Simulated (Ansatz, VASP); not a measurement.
ZnS: VASP beside Ansatz

```
Zn S
1.0
    -0.02705    2.69113    2.69113
     2.69113   -0.02705    2.69113
     2.69113    2.69113   -0.02705
Zn S
1 1
Direct
  0.00000 0.00000 0.00000
  0.75000 0.75000 0.75000
```

Change from the starting cell: equal xy, yz and zx shear strains of -1 %.

Alike in both runs: task single point; functional PBEsol; k mesh 8 × 8 × 8; occupations fermi-dirac, width 0.01 eV; no spin polarisation.

```csv
,VASP,Ansatz
version,VASP 6.6.1,Ansatz 0.2.0
potentials or method,"VASP PAW PBE potentials, release 64 (Zn, S), cutoff 520 eV","all-electron LAPW, scalar-relativistic"
```

```csv
,VASP,Ansatz,Ansatz less VASP
gap on the k mesh at the Fermi level (eV),1.93,1.93,-0.001
pressure (GPa),-2.0,-2.1,-0.18
"traceless stress, the component that is largest in VASP (GPa)",0.68,0.67,-0.005
rms of the force components (eV/Å),0.055,0.054,-0.0008
```

VASP's potentials were made for PBE, not for PBEsol. Atom by atom the forces differ by 0.001 eV/Å (rms over components). Ansatz ran all-electron here, and VASP with PAW potentials.
